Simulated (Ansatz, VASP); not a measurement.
Two plane-wave programs on Hg

```
Hg
1.0
     3.23290    0.00000    0.00000
    -1.61645    2.79977    0.00000
     0.00000    0.00000    5.23740
Hg
2
Direct
  0.66667 0.33333 0.75000
  0.33333 0.66667 0.25000
```

Alike in both runs: task single point; functional PBEsol; dispersion D3(BJ); k mesh 18 × 18 × 10; occupations gaussian, width 0.15 eV; no spin polarisation.

```csv
,VASP,Ansatz
version,VASP 6.6.1,Ansatz 0.2.0
potentials or method,"VASP PAW PBE potentials, release 64 (Hg), cutoff 520 eV","scalar-relativistic, plane waves, PAW"
valence electrons in the cell,24,40
```

Ansatz gave:

```
gap on the k mesh at the Fermi level (eV)                     : none
pressure (GPa)                                                : -2.9
traceless stress, the component that is largest in VASP (GPa) : -0.33
```

Q: Estimate VASP's values.

A: gap on the k mesh at the Fermi level (eV): none; pressure (GPa): -2.6; traceless stress, the component that is largest in VASP (GPa): -0.33.

VASP's potentials were made for PBE, not for PBEsol. A gap of «none» marks a metal or a gap that the smearing closes. VASP's potentials hold 24 valence electrons a cell and Ansatz's 40, so a difference there can come from the potentials and not from the codes.

Spin-orbit coupling is off throughout.
